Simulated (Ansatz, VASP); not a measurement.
**ZnCu: VASP beside Ansatz**

Contents of POSCAR:

```
ZnCu
1.0
    2.9004044013      0.0000000000      0.0000000000
    0.0000000000      2.9004044013      0.0000000000
    0.0000000000      0.0000000000      2.9004044013
Zn Cu
1 1
Direct
    0.5000000000      0.5000000000      0.5000000000
    0.0000000000      0.0000000000      0.0000000000
```

File INCAR.step1:

```
SYSTEM = ZnCu
PREC = Accurate
ENCUT = 520
ISMEAR = 0
SIGMA = 0.05
LREAL = .FALSE.
LASPH = .TRUE.
NELM = 80
NBANDS = 18
GGA = PE
ALGO = Normal
EDIFF = 1E-4
LWAVE = .TRUE.
LCHARG = .FALSE.
```

File INCAR.step2:

```
SYSTEM = ZnCu
PREC = Accurate
ENCUT = 520
EDIFF = 1E-6
ISMEAR = 0
SIGMA = 0.05
LREAL = .FALSE.
LASPH = .TRUE.
NELM = 80
ALGO = Normal
ISIF = 2
LWAVE = .FALSE.
LCHARG = .TRUE.
METAGGA = R2SCAN
LMIXTAU = .TRUE.
LELF = .TRUE.
LVHAR = .TRUE.
NBANDS = 18
ISTART = 1
```

KPOINTS

```
Automatic mesh
0
G
  12 12 12
  0 0 0
```

Input for Ansatz:

```yaml
crystal:
  lattice:
    - [2.9004044013, 0.0, 0.0]
    - [0.0, 2.9004044013, 0.0]
    - [0.0, 0.0, 2.9004044013]
  atoms:
    - { symbol: Zn, position: [0.5, 0.5, 0.5] }
    - { symbol: Cu, position: [0.0, 0.0, 0.0] }
basis:
  ecutwfc: 500
  ecutrho_ratio: 4
kpoints:
  mp_grid: { grid: [12, 12, 12] }
hamiltonian:
  xc: r2scan
scf:
  occupations: { method: gaussian, width: 0.05 }
output:
  forces: true
  stress: true
  eigenvalues: true
```

Alike in both runs: task single point; functional r2SCAN; k mesh 12 × 12 × 12; occupations gaussian, width 0.05 eV; no spin polarisation.

```csv
,VASP,Ansatz
version,VASP 6.6.1,Ansatz 0.2.0
potentials or method,"VASP PAW PBE potentials, release 64 (Zn, Cu), cutoff 520 eV","scalar-relativistic, plane waves, PAW"
valence electrons in the cell,23,31
```

```tsv
	VASP	Ansatz	Ansatz less VASP
gap on the k mesh at the Fermi level (eV)	none	none	-
pressure (GPa)	3.4	2.9	-0.57
```

VASP's potentials were made for PBE, not for r2SCAN. A gap of «none» marks a metal or a gap that the smearing closes. With one functional, cell and mesh, what is left measures potentials, basis and numerics. VASP's potentials hold 23 valence electrons a cell and Ansatz's 31, so a difference there can come from the potentials and not from the codes.
